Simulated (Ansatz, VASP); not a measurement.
# TaN in VASP and in Ansatz

```
Ta N
1.0
     0.00000    2.17900    2.17900
     2.17900    0.00000    2.17900
     2.17900    2.17900    0.00000
Ta N
1 1
Direct
  0.50000 0.50000 0.50000
  0.00000 0.00000 0.00000
```

Alike in both runs: task single point; functional r2SCAN; k mesh 7 × 7 × 7; occupations gaussian, width 0.05 eV; collinear spin; Hubbard terms Ta d U = 2.0 eV.

```csv
,VASP,Ansatz
version,VASP 6.6.1,Ansatz 0.2.0
potentials or method,"VASP PAW PBE potentials, release 64 (Ta_pv, N), cutoff 660 eV","scalar-relativistic, plane waves, PAW"
valence electrons in the cell,16,18
```

|  | VASP | Ansatz | Ansatz less VASP |
| --- | --- | --- | --- |
| gap on the k mesh at the Fermi level (eV) | none | none | - |
| pressure (GPa) | 18.1 | 11.4 | -6.64 |
| net moment per atom (μB) | 0.00 | 0.07 | +0.075 |
| size of the moment on the site where the two differ most (μB) | 0.00 | 0.07 | +0.066 |

VASP's potentials were made for PBE, not for r2SCAN. Site moments also hang on the region over which each program counts them. The programs project onto different local orbitals, so the same U acts differently, and such runs can settle in different states. A gap of «none» marks a metal or a gap that the smearing closes. VASP's potentials hold 16 valence electrons a cell and Ansatz's 18, so a difference there can come from the potentials and not from the codes. Ansatz's warnings: filled band counts differ across k points, seeded moment not kept, specified occupation not kept, stability check not made, symmetry narrowed by occupation matrices.

Spin-orbit coupling is off throughout.
